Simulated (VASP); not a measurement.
# ZnS (Wurtzite-2H) (P6_3mc) in VASP: a series of runs, part 2 of 2

VASP 6.6.1. The steps go on from the part before.

## 3. Single point, BLYP+D3(BJ)

This run uses another cell than the first one, of 20.78 Å³/atom, 1.019 times its volume.

Input file INCAR:

```
SYSTEM = ZnS
PREC = Accurate ; ENCUT = 520
EDIFF = 1E-7 ; ISMEAR = -1
SIGMA = 0.05 ; LREAL = .FALSE.
LASPH = .TRUE. ; NELM = 100
ALGO = Normal ; ISIF = 2
LWAVE = .FALSE. ; LCHARG = .FALSE.
GGA = B5 ; ALDAX = 1.0
AGGAX = 1.0 ; AGGAC = 1.0
ALDAC = 0.0 ; IVDW = 12
VDW_S6 = 1.0 ; VDW_S8 = 2.6996
VDW_A1 = 0.4298 ; VDW_A2 = 4.2359
NBANDS = 26
```

Input file KPOINTS:

```
Automatic mesh
0
G
  8 8 5
  0 0 0
```

Input file POSCAR:

```
ZnS
1.0
    3.8857444663      0.0000000000      0.0000000000
   -1.9428722331      3.3651534204      0.0000000000
    0.0000000000      0.0000000000      6.3562663350
Zn S
2 2
Direct
    0.6666666667      0.3333333333      0.5000000000
    0.3333333333      0.6666666667      0.0000000000
    0.6666666667      0.3333333333      0.8850000000
    0.3333333333      0.6666666667      0.3850000000
```

Potentials or basis: VASP PAW PBE potentials, release 64 (Zn, S).

Run with:

```sh
cat potpaw_PBE.64/Zn/POTCAR potpaw_PBE.64/S/POTCAR > POTCAR
mpirun -np 1 vasp_std > vasp.out
```

OUTCAR:

```text
SYSTEM = ZnS
   PREC = Accurate
   ENCUT = 520
   EDIFF = 1E-7
   ISMEAR = -1
   LREAL = .FALSE.
   LASPH = .TRUE.
   NELM = 100
   ISIF = 2
   GGA = B5
   IVDW = 12
 IVDW          = 12

 ion  position               nearest neighbor table
   1  0.667  0.333  0.500-   4 2.36   4 2.36   4 2.36   3 2.45
   2  0.333  0.667  0.000-   3 2.36   3 2.36   3 2.36   4 2.45
   3  0.667  0.333  0.885-   2 2.36   2 2.36   2 2.36   1 2.45
   4  0.333  0.667  0.385-   1 2.36   1 2.36   1 2.36   2 2.45

  LATTYP: Found a hexagonal cell.
 ALAT       =     3.8857444663
 C/A-ratio  =     1.6357911309

  Lattice vectors:

 A1 = (   3.8857444663,   0.0000000000,   0.0000000000)
 A2 = (  -1.9428722331,   3.3651534204,   0.0000000000)
 A3 = (   0.0000000000,   0.0000000000,   6.3562663350)

Analysis of symmetry for initial positions (statically):
=====================================================================
 Subroutine PRICEL returns:
 Original cell was already a primitive cell.

 Routine SETGRP: Setting up the symmetry group for a
 hexagonal supercell.

 Subroutine GETGRP returns: Found 12 space group operations
 (whereof  6 operations were pure point group operations)
 out of a pool of 24 trial point group operations.

The static configuration has the point symmetry C_3v.
 The point group associated with its full space group is C_6v.

Analysis of symmetry for dynamics (positions and initial velocities):
=====================================================================
 Subroutine PRICEL returns:
 Original cell was already a primitive cell.

 Routine SETGRP: Setting up the symmetry group for a
 hexagonal supercell.

 Subroutine GETGRP returns: Found 12 space group operations
 (whereof  6 operations were pure point group operations)
 out of a pool of 24 trial point group operations.

The dynamic configuration has the point symmetry C_3v.
 The point group associated with its full space group is C_6v.

 Subroutine INISYM returns: Found 12 space group operations
 (whereof  6 operations are pure point group operations),
 and found     1 'primitive' translations

----------------------------------------------------------------------------------------

                                     Primitive cell

  volume of cell :      83.1153

  direct lattice vectors                    reciprocal lattice vectors
     3.885744466  0.000000000  0.000000000     0.257350942  0.148581636  0.000000000
    -1.942872233  3.365153420  0.000000000     0.000000000  0.297163272  0.000000000
     0.000000000  0.000000000  6.356266335     0.000000000  0.000000000  0.157325063

  length of vectors
     3.885744466  3.885744466  6.356266335     0.297163272  0.297163272  0.157325063

  position of ions in fractional coordinates (direct lattice)
     0.666666667  0.333333333  0.500000000
     0.333333333  0.666666667  0.000000000
     0.666666667  0.333333333  0.885000000
     0.333333333  0.666666667  0.385000000

  ion indices of the primitive-cell ions
   primitive index   ion index
                 1           1
                 2           2
                 3           3
                 4           4

----------------------------------------------------------------------------------------

 KPOINTS: Automatic mesh

Automatic generation of k-mesh.
 Grid dimensions read from file:
 generate k-points for:    8    8    5

 Generating k-lattice:

  Cartesian coordinates                     Fractional coordinates (reciprocal lattice)
     0.032168868  0.018572704  0.000000000     0.125000000 -0.000000000  0.000000000
     0.000000000  0.037145409  0.000000000     0.000000000  0.125000000  0.000000000
     0.000000000  0.000000000  0.031465013     0.000000000  0.000000000  0.200000000

  Length of vectors
     0.037145409  0.037145409  0.031465013

  Shift w.r.t. Gamma in fractional coordinates (k-lattice)
     0.000000000  0.000000000  0.000000000

 Subroutine IBZKPT returns following result:
 ===========================================

 Found     30 irreducible k-points:

 Following reciprocal coordinates:
            Coordinates               Weight
  0.000000  0.000000  0.000000      1.000000
  0.125000  0.000000  0.000000      6.000000
  0.250000  0.000000  0.000000      6.000000
  0.375000  0.000000  0.000000      6.000000
  0.500000  0.000000  0.000000      3.000000
  0.125000  0.125000  0.000000      6.000000
[... 16 lines left out ...]
  0.250000  0.000000  0.400000     12.000000
  0.375000  0.000000  0.400000     12.000000
 [... further k-points ...]
   k-points           NKPTS =     30   k-points in BZ     NKDIM =     30   number of bands    NBANDS=     26
   number of dos      NEDOS =    301   number of ions     NIONS =      4
   total plane-waves  NPLWV =  43200
   dimension x,y,z NGX =    30 NGY =   30 NGZ =   48
   dimension x,y,z NGXF=    60 NGYF=   60 NGZF=   96
   ions per type =               2   2
   NGX,Y,Z   is equivalent  to a cutoff of  12.84, 12.84, 12.55 a.u.
   NGXF,Y,Z  is equivalent  to a cutoff of  25.67, 25.67, 25.11 a.u.
 SYSTEM =  ZnS
   PREC   = accura    normal or accurate (medium, high low for compatibility)
   ISTART =      0    job   : 0-new  1-cont  2-samecut
   ICHARG =      2    charge: 1-file 2-atom 10-const
   ISPIN  =      1    spin polarized calculation?
   LNONCOLLINEAR =      F non collinear calculations
   LSORBIT =      F    spin-orbit coupling
   LASPH  =      T    aspherical Exc in radial PAW
   ENCUT  =  520.0 eV  38.22 Ry    6.18 a.u.   7.22  7.22 11.82*2*pi/ulx,y,z
   NELM   =    100;   NELMIN=  2; NELMDL= -5     # of ELM steps
   EDIFF  = 0.1E-06   stopping-criterion for ELM
   LREAL  =      F    real-space projection
   EDIFFG = 0.1E-05   stopping-criterion for IOM
   NSW    =      0    number of steps for IOM
   IBRION =     -1    ionic relax: 0-MD 1-quasi-New 2-CG
   NFREE  =      0    steps in history (QN), initial steepest desc. (CG)
   ISIF   =      2    stress and relaxation
   ISYM   =      2    0-nonsym 1-usesym 2-fastsym
   POTIM  = 0.5000    time-step for ionic-motion
   TEBEG  =    0.0;   TEEND  =   0.0 temperature during run
   PSTRESS=    0.0 pullay stress
   NELECT =      36.0000    total number of electrons
   NUPDOWN=      -1.0000    fix difference up-down
   EMIN   =  10.00;   EMAX   =-10.00  energy-range for DOS
   EFERMI =   0.00;   METHOD = LEGACY
   ISMEAR =    -1;   SIGMA  =   0.05  broadening in eV -4-tet -1-fermi 0-gaus
   EFERMI_NEDOS =   21; number of points for ismear=-14 and -15
   IALGO  =     38    algorithm
   IMIX   =      4    mixing-type and parameters
     AMIX     =   0.40;   BMIX     =  1.00
     AMIX_MAG =   1.60;   BMIX_MAG =  1.00
  volume/ion in A,a.u.               =      20.78       140.22
  Fermi-wavevector in a.u.,A,eV,Ry     =   1.238650  2.340709 20.874790  1.534254
  Thomas-Fermi vector in A             =   2.373166
   LORBIT       =      0    0 simple, 1 ext, 2 COOP (PROOUT), +10 PAW based schemes
   GGA     = B5    functional components
   LHFCALC =     F    Hartree Fock is set to
   AEXX    =    0.0000 exact exchange contribution
   IVDW    =    12    specifies the selected vdW correction
   LEPSILON=     F    determine dielectric tensor
   LRPA    =     F    only Hartree local field effects (RPA)
 non-spin polarized calculation
  energy-cutoff  :      520.00
  volume of cell :       83.12
 maximum number of plane-waves:      2255
 NGX is ok and might be reduce to    30
   NGX = 15   NGY = 15   NGZ = 23

 number of electron      36.0000025 magnetization

 Free energy of the ion-electron system (eV)
  ---------------------------------------------------
  ext. energy  EPLUGINS =         0.00000000
  ---------------------------------------------------
  free energy    TOTEN  =       -11.61743173 eV

  energy without entropy =      -11.61743173  energy(sigma->0) =      -11.61743173

 E-fermi :   3.0406     XC(G=0):  -8.8802

 val. band max:        2.0132575656   @ k =   0.0000   0.0000   0.0000
 cond. band min:       3.9812187418   @ k =   0.0000   0.0000   0.0000
 fundamental gap:      1.9679611763
 Fermi energy:         3.0406405790

 k-point     1 :       0.0000    0.0000    0.0000
  band No.  band energies     occupation
      1     -10.7681      2.00000
      2      -9.9631      2.00000
      3      -4.2522      2.00000
      4      -4.2522      2.00000
      5      -4.1943      2.00000
      6      -4.1943      2.00000
[... 685 lines left out ...]
     25      10.8434      0.00000
     26      11.3146      0.00000

 [... further k-points ...]

------------------------ aborting loop because EDIFF is reached ----------------------------------------

 Edisp (eV)   -2.50987

 E8    (eV) :    -1.7527

  FORCE on cell =-STRESS in cart. coord.  units (eV):
  Direction    XX          YY          ZZ          XY          YZ          ZX
  --------------------------------------------------------------------------------------
  -------------------------------------------------------------------------------------
  Total      -1.74208    -1.74208    -2.35774    -0.00000     0.00000     0.00000
  in kB     -33.58131   -33.58131   -45.44911    -0.00000     0.00000     0.00000
  external pressure =      -37.54 kB  Pullay stress =        0.00 kB

 VOLUME and BASIS-vectors are now :
 -----------------------------------------------------------------------------
  energy-cutoff  :      520.00
  volume of cell :       83.12
      direct lattice vectors                 reciprocal lattice vectors
     3.885744466  0.000000000  0.000000000     0.257350942  0.148581636  0.000000000
    -1.942872233  3.365153420  0.000000000     0.000000000  0.297163272  0.000000000
     0.000000000  0.000000000  6.356266335     0.000000000  0.000000000  0.157325063

 POSITION                                       TOTAL-FORCE (eV/Angst)
 -----------------------------------------------------------------------------------
      1.94287      1.12172      3.17813         0.000000      0.000000      0.282688
     -0.00000      2.24344      0.00000        -0.000000      0.000000      0.282688
      1.94287      1.12172      5.62530         0.000000      0.000000     -0.282688
     -0.00000      2.24344      2.44716         0.000000      0.000000     -0.282688
 -----------------------------------------------------------------------------------
    total drift:                               -0.000000     -0.000000      0.000555

  FREE ENERGIE OF THE ION-ELECTRON SYSTEM (eV)
  ---------------------------------------------------
  free  energy   TOTEN  =       -14.1273016790 eV

  energy  without entropy=      -14.1273016790  energy(sigma->0) =      -14.12730168
```

Wall time 34 s (1 thread of Intel Xeon 6975P-C (Granite Rapids), shared host); peak memory 0.22 GiB.

What came out:

```
Free energy                : -14.1273 eV
Pressure                   : -3.8 GPa
Largest force              : 0.283 eV/Å
Band gap on the k mesh     : 1.97 eV, direct
Dispersion energy per atom : -0.627 eV
```

Forces on the atoms (eV/Å):
```
Zn   0.000  0.000  0.283
Zn   0.000  0.000  0.283
S    0.000  0.000 -0.283
S    0.000  0.000 -0.283
```

Caveat: the PAW data sets were made with another functional, which shifts forces and pressure a little.

## 4. Single point, LDA

This run uses another cell than the first one, of 20.78 Å³/atom, 1.019 times its volume.

Input file INCAR:

```
SYSTEM = ZnS
PREC = Accurate
ENCUT = 520
EDIFF = 1E-6
ISMEAR = -1
SIGMA = 0.05
LREAL = .False.
LASPH = .True.
NELM = 100
ALGO = Normal
ISIF = 2
LWAVE = .False.
LCHARG = .False.
GGA = CA
NBANDS = 26
```

Input file KPOINTS:

```
regular mesh
0
Gamma
  8 8 5
  0 0 0
```

POSCAR is that of step 3.

Potentials or basis: VASP PAW LDA potentials, release 64 (Zn, S).

Run with:

```sh
cat potpaw_LDA.64/Zn/POTCAR potpaw_LDA.64/S/POTCAR > POTCAR
mpirun -np 1 vasp_std > vasp.out
```

Run time: 23 s. Hardware: 1 thread of Intel Xeon 6975P-C (Granite Rapids), shared host; peak memory 0.19 GiB.

Results (log left out):

```yaml
Free_energy: -16.1738 eV
Pressure: -7.2 GPa
Largest_force: 0.234 eV/Å
Band_gap_on_the_k_mesh: 1.74 eV, direct
```

Forces in eV/Å, atoms in the order of the input:
```
Zn   0.000  0.000  0.234
Zn   0.000  0.000  0.234
S    0.000  0.000 -0.234
S    0.000  0.000 -0.234
```

Stress tensor (GPa, compression positive):
```
-6.92  0.00  0.00
 0.00 -6.92  0.00
 0.00  0.00 -7.72
```

Levels at points of the mesh, in eV from the valence-band top:
| k point | band 15 | band 16 | band 17 | band 18 | band 19 | band 20 | band 21 | band 22 |
| --- | --- | --- | --- | --- | --- | --- | --- | --- |
| (0.00, 0.00, 0.00) | -0.81 | -0.03 | -0.03 | 0.00 | 1.74 | 2.67 | 6.17 | 6.17 |
| (0.50, 0.00, 0.00) | -2.96 | -2.09 | -1.45 | -0.92 | 3.44 | 3.92 | 5.03 | 7.00 |

## 5. The runs side by side

| level | potentials or basis | cell | gap on the mesh (eV) | pressure (GPa) | largest force (eV/Å) |
| --- | --- | --- | --- | --- | --- |
| LDA | VASP PAW LDA potentials, release 64 (Zn, S) | a = 3.861, b = 3.861, c = 6.316 Å, angles 90.0, 90.0, 120.0°, 4 atoms | 1.83 | -6.1 | 0.25 |
| BLYP+D3(BJ) | VASP PAW PBE potentials, release 64 (Zn, S) | a = 3.886, b = 3.886, c = 6.356 Å, angles 90.0, 90.0, 120.0°, 4 atoms | 1.97 | -3.8 | 0.28 |
| LDA | VASP PAW LDA potentials, release 64 (Zn, S) | a = 3.886, b = 3.886, c = 6.356 Å, angles 90.0, 90.0, 120.0°, 4 atoms | 1.74 | -7.2 | 0.23 |

Alike in all rows: task single point; no spin polarisation; k mesh 8 × 8 × 5; cutoff (eV) 520; smearing fermi-dirac 0.05 eV.

Caveats: the PAW data sets were made with another functional, which shifts forces and pressure a little (some runs).

Total energies depend on the potentials used, so only differences within one code and one set of settings carry meaning.
